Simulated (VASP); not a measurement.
# Ir (Pmma) in VASP: single point with PBEsol

Aim: the single point of Ir with PBEsol.

Program: VASP 6.6.1. These are calculated values, not measurements. Logs are shortened: lines on timing, memory, paths and dates and some standing lists are left out, and cuts for length are marked.

### 1 The cell of the first run

Symmetry: Pmma, No. 51, orthorhombic system. The conventional cell has a = 12.238 Å, b = 2.233 Å, c = 7.193 Å, α = 90.00°, β = 90.00°, γ = 90.00°. Ir (site symmetry mm2) has 2 Ir at 2.23 Å within 3.0 Å.

### 2 Single point, PBEsol

File INCAR:

```
PREC = Accurate
ENCUT = 500
EDIFF = 1E-6
ISMEAR = 1
SIGMA = 0.1
LREAL = F
LASPH = T
NELM = 300
ALGO = All
ISIF = 2
LWAVE = F
LCHARG = F
GGA = PS
NBANDS = 16
GGA_COMPAT = F
ISEARCH = 1
```

File KPOINTS:

```
regular mesh
0
Gamma
  1 3 1
```

File POSCAR:

```
Ir
1.0
   12.2384552500      0.0000000000      0.0000000000
    0.0000000000      2.2334312600      0.0000000000
    0.0000000000      0.0000000000      7.1930008000
Ir
2
Direct
    0.2500000000      0.0000000000      0.1639884000
    0.7500000000      0.0000000000      0.8360116000
```

Potentials or basis: VASP PAW PBE potentials, release 64 (Ir).

Launch:

```
$ cat potpaw_PBE.64/Ir/POTCAR > POTCAR
$ mpirun -np 4 vasp_std > vasp.out
```

OUTCAR:

```text
PREC = Accurate
   ENCUT = 500
   EDIFF = 1E-6
   ISMEAR = 1
   LREAL = F
   LASPH = T
   NELM = 300
   ISIF = 2
   GGA = PS

 ion  position               nearest neighbor table
   1  0.250  0.000  0.164-
   2  0.750  0.000  0.836-

  LATTYP: Found a simple orthorhombic cell.
 ALAT       =     2.2334312600
 B/A-ratio  =     3.2206054105
 C/A-ratio  =     5.4796650648

  Lattice vectors:

 A1 = (   0.0000000000,   2.2334312600,   0.0000000000)
 A2 = (   0.0000000000,   0.0000000000,   7.1930008000)
 A3 = (  12.2384552500,   0.0000000000,   0.0000000000)

Analysis of symmetry for initial positions (statically):
=====================================================================
 Subroutine PRICEL returns:
 Original cell was already a primitive cell.

 Routine SETGRP: Setting up the symmetry group for a
 simple orthorhombic supercell.

 Subroutine GETGRP returns: Found  8 space group operations
 (whereof  4 operations were pure point group operations)
 out of a pool of  8 trial point group operations.

The static configuration has the point symmetry C_2h.
 The point group associated with its full space group is D_2h.

Analysis of symmetry for dynamics (positions and initial velocities):
=====================================================================
 Subroutine PRICEL returns:
 Original cell was already a primitive cell.

 Routine SETGRP: Setting up the symmetry group for a
 simple orthorhombic supercell.

 Subroutine GETGRP returns: Found  8 space group operations
 (whereof  4 operations were pure point group operations)
 out of a pool of  8 trial point group operations.

The dynamic configuration has the point symmetry C_2h.
 The point group associated with its full space group is D_2h.

 Subroutine INISYM returns: Found  8 space group operations
 (whereof  4 operations are pure point group operations),
 and found     1 'primitive' translations

----------------------------------------------------------------------------------------

                                     Primitive cell

  volume of cell :     196.6117

  direct lattice vectors                    reciprocal lattice vectors
    12.238455250  0.000000000  0.000000000     0.081709659  0.000000000  0.000000000
     0.000000000  2.233431260  0.000000000     0.000000000  0.447741562  0.000000000
     0.000000000  0.000000000  7.193000800     0.000000000  0.000000000  0.139024036

  length of vectors
    12.238455250  2.233431260  7.193000800     0.081709659  0.447741562  0.139024036

  position of ions in fractional coordinates (direct lattice)
     0.250000000  0.000000000  0.163988400
     0.750000000  0.000000000  0.836011600

  ion indices of the primitive-cell ions
   primitive index   ion index
                 1           1
                 2           2

----------------------------------------------------------------------------------------

 KPOINTS: regular mesh

Automatic generation of k-mesh.
 Grid dimensions read from file:
 generate k-points for:    1    3    1

 Generating k-lattice:

  Cartesian coordinates                     Fractional coordinates (reciprocal lattice)
     0.081709659  0.000000000  0.000000000     1.000000000  0.000000000  0.000000000
     0.000000000  0.149247187  0.000000000     0.000000000  0.333333333  0.000000000
     0.000000000  0.000000000  0.139024036     0.000000000  0.000000000  1.000000000

  Length of vectors
     0.081709659  0.149247187  0.139024036

  Shift w.r.t. Gamma in fractional coordinates (k-lattice)
     0.000000000  0.000000000  0.000000000

 Subroutine IBZKPT returns following result:
 ===========================================

 Found      2 irreducible k-points:

 Following reciprocal coordinates:
            Coordinates               Weight
  0.000000  0.000000  0.000000      1.000000
  0.000000  0.333333  0.000000      2.000000
   k-points           NKPTS =      2   k-points in BZ     NKDIM =      2   number of bands    NBANDS=     16
   number of dos      NEDOS =    301   number of ions     NIONS =      2
   total plane-waves  NPLWV =  77760
   dimension x,y,z NGX =    90 NGY =   16 NGZ =   54
   dimension x,y,z NGXF=   180 NGYF=   32 NGZF=  108
   ions per type =               2
   NGX,Y,Z   is equivalent  to a cutoff of  12.23, 11.91, 12.48 a.u.
   NGXF,Y,Z  is equivalent  to a cutoff of  24.45, 23.82, 24.96 a.u.
 SYSTEM =  unknown system
   PREC   = accura    normal or accurate (medium, high low for compatibility)
   ISTART =      0    job   : 0-new  1-cont  2-samecut
   ICHARG =      2    charge: 1-file 2-atom 10-const
   ISPIN  =      1    spin polarized calculation?
   LNONCOLLINEAR =      F non collinear calculations
   LSORBIT =      F    spin-orbit coupling
   LASPH  =      T    aspherical Exc in radial PAW
   ENCUT  =  500.0 eV  36.75 Ry    6.06 a.u.  22.31  4.07 13.11*2*pi/ulx,y,z
   NELM   =    300;   NELMIN=  2; NELMDL= -5     # of ELM steps
   EDIFF  = 0.1E-05   stopping-criterion for ELM
   LREAL  =      F    real-space projection
   EDIFFG = 0.1E-04   stopping-criterion for IOM
   NSW    =      0    number of steps for IOM
   IBRION =     -1    ionic relax: 0-MD 1-quasi-New 2-CG
   NFREE  =      0    steps in history (QN), initial steepest desc. (CG)
   ISIF   =      2    stress and relaxation
   ISYM   =      2    0-nonsym 1-usesym 2-fastsym
   POTIM  = 0.5000    time-step for ionic-motion
   TEBEG  =    0.0;   TEEND  =   0.0 temperature during run
   PSTRESS=    0.0 pullay stress
   NELECT =      18.0000    total number of electrons
   NUPDOWN=      -1.0000    fix difference up-down
   EMIN   =  10.00;   EMAX   =-10.00  energy-range for DOS
   EFERMI =   0.00;   METHOD = LEGACY
   ISMEAR =     1;   SIGMA  =   0.10  broadening in eV -4-tet -1-fermi 0-gaus
   EFERMI_NEDOS =   21; number of points for ismear=-14 and -15
   IALGO  =     58    algorithm
   IMIX   =      4    mixing-type and parameters
     AMIX     =   0.40;   BMIX     =  1.00
     AMIX_MAG =   1.60;   BMIX_MAG =  1.00
  volume/ion in A,a.u.               =      98.31       663.40
  Fermi-wavevector in a.u.,A,eV,Ry     =   0.737841  1.394317  7.407131  0.544409
  Thomas-Fermi vector in A             =   1.831619
   LORBIT       =      0    0 simple, 1 ext, 2 COOP (PROOUT), +10 PAW based schemes
   GGA     = PS    functional components
   LHFCALC =     F    Hartree Fock is set to
   AEXX    =    0.0000 exact exchange contribution
   IVDW    =     0    specifies the selected vdW correction
   LEPSILON=     F    determine dielectric tensor
   LRPA    =     F    only Hartree local field effects (RPA)
 non-spin polarized calculation
 Methfessel and Paxton  Order N= 1 SIGMA  =   0.10
  energy-cutoff  :      500.00
  volume of cell :      196.61
 maximum number of plane-waves:      4998
 NGX is ok and might be reduce to    90
   NGX = 45   NGY =  9   NGZ = 27

 number of electron      18.0000001 magnetization

 Free energy of the ion-electron system (eV)
  ---------------------------------------------------
  ext. energy  EPLUGINS =         0.00000000
  ---------------------------------------------------
  free energy    TOTEN  =        -9.47022784 eV

  energy without entropy =       -9.45072742  energy(sigma->0) =       -9.46372770

 E-fermi :  -3.4538     XC(G=0):  -4.1074

 val. band max:       -3.5020376530   @ k =   0.0000   0.3333   0.0000
 cond. band min:      -2.4337972771   @ k =   0.0000   0.3333   0.0000
 fundamental gap:      1.0682403758
 Fermi energy:        -3.4537838359

 k-point     1 :       0.0000    0.0000    0.0000
  band No.  band energies     occupation
      1     -11.5150      2.00000
      2     -11.5146      2.00000
      3      -5.6670      2.00000
      4      -5.6061      2.00000
      5      -4.8159      2.00000
      6      -4.8121      2.00000
[... 8 lines left out ...]
     15      -0.3443      0.00000
     16      -0.2396      0.00000

 k-point     2 :       0.0000    0.3333    0.0000
  band No.  band energies     occupation
      1      -7.2141      2.00000
      2      -7.2116      2.00000
      3      -7.2104      2.00000
      4      -7.2102      2.00000
      5      -3.5494      2.04154
      6      -3.5337      1.98278
[... 8 lines left out ...]
     15       4.4903      0.00000
     16       4.6703      0.00000

------------------------ aborting loop because EDIFF is reached ----------------------------------------

  FORCE on cell =-STRESS in cart. coord.  units (eV):
  Direction    XX          YY          ZZ          XY          YZ          ZX
  --------------------------------------------------------------------------------------
  -------------------------------------------------------------------------------------
  Total       -0.0402711     -1.3571720     -0.2888788      0.0000000      0.0000000      0.0000000
  in kB       -0.3281665    -11.0595170     -2.3540572      0.0000000      0.0000000      0.0000000
  external PRESSURE =      -4.5805802 kB  Pullay stress =       0.0000000 kB

 VOLUME and BASIS-vectors are now :
 -----------------------------------------------------------------------------
  energy-cutoff  :      500.00
  volume of cell :      196.61
      direct lattice vectors                 reciprocal lattice vectors
    12.238455250  0.000000000  0.000000000     0.081709659  0.000000000  0.000000000
     0.000000000  2.233431260  0.000000000     0.000000000  0.447741562  0.000000000
     0.000000000  0.000000000  7.193000800     0.000000000  0.000000000  0.139024036

 POSITION                                       TOTAL-FORCE (eV/Angst)
 -----------------------------------------------------------------------------------
      3.05961      0.00000      1.17957         0.000000      0.000000     -0.000865
      9.17884      0.00000      6.01343        -0.000000      0.000000      0.000865
 -----------------------------------------------------------------------------------
    total drift:                                0.000000      0.000000     -0.000000

  FREE ENERGIE OF THE ION-ELECTRON SYSTEM (eV)
  ---------------------------------------------------
  free  energy   TOTEN  =        -9.4702278350 eV

  energy  without entropy=       -9.4507267295  energy(sigma->0) =       -9.46372747
```

Run time: 25 s. Hardware: 4 MPI ranks of Intel Xeon Platinum 8375C at 2.90GHz (Ice Lake), shared host; peak memory 0.15 GiB.

What came out:

| Item | Value |
| --- | --- |
| Free energy | -9.4702 eV |
| Pressure | -0.5 GPa |
| Band gap on the k mesh | zero (bands 9 and 10 overlap by 2.49 eV) |

Caveat: the k points lie up to 0.94 Å⁻¹ apart, too coarse for converged energies and pressures of a metal; the PAW data sets were made with another functional, which shifts forces and pressure a little; spin-orbit coupling is left out, which moves the levels of the heavy elements.

The gap in the log of VASP goes by the Fermi energy; the results here count the filled bands.